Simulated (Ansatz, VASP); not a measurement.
# Two plane-wave programs on AlNi4Bi

```
Al Bi Ni
1.0
     2.46651   -4.09494    0.00000
     2.46651    4.09494    0.00000
     0.00000    0.00000    4.06984
Al Bi Ni
1 1 4
Cartesian
  0.0000 0.0000 2.0349
  2.4665 0.0000 0.0000
  2.4665 2.6964 0.0000
  2.4665 -2.6964 0.0000
  1.2333 2.0475 2.0349
  1.2333 -2.0475 2.0349
```

Alike in both runs: functional PBEsol; k mesh 8 × 8 × 8; occupations gaussian, width 0.05 eV; no spin polarisation.

Ansatz relaxed the structure, and its values are those at the end. VASP's run is a single point on that final structure, the one shown.

```csv
,VASP,Ansatz
version,VASP 6.6.1,Ansatz 0.2.0
potentials or method,"VASP PAW PBE potentials, release 64 (Al, Bi_d, Ni), cutoff 520 eV","scalar-relativistic, plane waves, PAW"
valence electrons in the cell,58,90
```

|  | VASP | Ansatz | Ansatz less VASP |
| --- | --- | --- | --- |
| gap on the k mesh at the Fermi level (eV) | none | none | - |
| pressure (GPa) | 0.1 | 0.0 | -0.05 |
| rms of the force components (eV/Å) | 0.004 | 0.001 | -0.0025 |

VASP's potentials were made for PBE, not for PBEsol. A gap of «none» marks a metal or a gap that the smearing closes. With one functional, cell and mesh, what is left measures potentials, basis and numerics. VASP's potentials hold 58 valence electrons a cell and Ansatz's 90, so a difference there can come from the potentials and not from the codes.

Neither program's run includes spin-orbit coupling.
